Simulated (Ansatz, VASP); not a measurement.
**Two plane-wave programs on Pt**

```xyz
1
Lattice="0.0000 1.9468 1.9468 1.9468 0.0000 1.9468 1.9468 1.9468 0.0000" Properties=species:S:1:pos:R:3 pbc="T T T"
Pt    0.0000    0.0000    0.0000
```

Alike in both runs: functional LDA; k mesh 18 × 18 × 18; occupations gaussian, width 0.1 eV; no spin polarisation.

Ansatz relaxed the structure, and its values are those at the end. VASP's run is a single point on that final structure, the one shown.

```csv
,VASP,Ansatz
version,VASP 6.6.1,Ansatz 0.2.0
potentials or method,"VASP PAW LDA potentials, release 64 (Pt), cutoff 500 eV","scalar-relativistic, plane waves, PAW"
valence electrons in the cell,10,18
```

```csv
,VASP,Ansatz,Ansatz less VASP
gap on the k mesh at the Fermi level (eV),none,none,-
pressure (GPa),0.8,0.0,-0.81
```

Ansatz warns that its potentials were made for another functional, while VASP's fit it. LDA's correlation is that of Perdew and Zunger in VASP and of Perdew and Wang (1992) in Ansatz. A gap of «none» marks a metal or a gap that the smearing closes. VASP's potentials hold 10 valence electrons a cell and Ansatz's 18, so a difference there can come from the potentials and not from the codes.

Neither program's run includes spin-orbit coupling.
